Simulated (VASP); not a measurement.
Write the native input for VASP 6.6.1 that does the following.

```yaml
Task: single point
Functional: PBEsol
Potentials_or_basis: VASP PAW PBE potentials, release 64 (Ca_sv)
Cutoff: 520 eV
k_mesh: 6 × 6 × 6
Occupations: gaussian, width 0.1 eV
Spin: no spin polarisation
Dipole_correction: no
Further_INCAR_settings: ALGO = Fast; EDIFF = 1e-07; NBANDS = 50
```

The structure of Ca lies in POSCAR:

```
Ca
1.0
    6.8853987655      0.0000000000      0.0000000000
    0.0000000000      6.8853987655      0.0000000000
    0.0000000000      0.0000000000      6.8853987655
Ca
8
Direct
    0.5000000000      0.5000000000      0.5000000000
    0.0000000000      0.0000000000      0.0000000000
    0.2500000000      0.0000000000      0.5000000000
    0.5000000000      0.2500000000      0.0000000000
    0.5000000000      0.7500000000      0.0000000000
    0.7500000000      0.0000000000      0.5000000000
    0.0000000000      0.5000000000      0.7500000000
    0.0000000000      0.5000000000      0.2500000000
```

The input as run:

INCAR

```
SYSTEM = Ca
PREC = Accurate ; ENCUT = 520
EDIFF = 1E-7 ; ISMEAR = 0
SIGMA = 0.1 ; LREAL = .False.
LASPH = .True. ; NELM = 100
ALGO = Fast ; ISIF = 2
LWAVE = .False. ; LCHARG = .True.
GGA = PS ; LELF = .True.
LVHAR = .True. ; NBANDS = 50
```

KPOINTS

```
regular mesh
0
Gamma
  6 6 6
  0 0 0
```

Potentials or basis: VASP PAW PBE potentials, release 64 (Ca_sv).

Run with:

```sh
$ cat potpaw_PBE.64/Ca_sv/POTCAR > POTCAR
$ mpirun -np 1 vasp_std > vasp.out
```

It gave:

- Pressure: 0.0 GPa
- Band gap on the k mesh: zero (bands 40 and 41 overlap by 0.65 eV)

Caveat: the PAW data sets were made with another functional, which shifts forces and pressure a little.

Wall time 16 min on 1 thread of Intel(R) Xeon(R) Platinum 8488C (Sapphire Rapids) (shared host), peak memory 0.53 GiB.
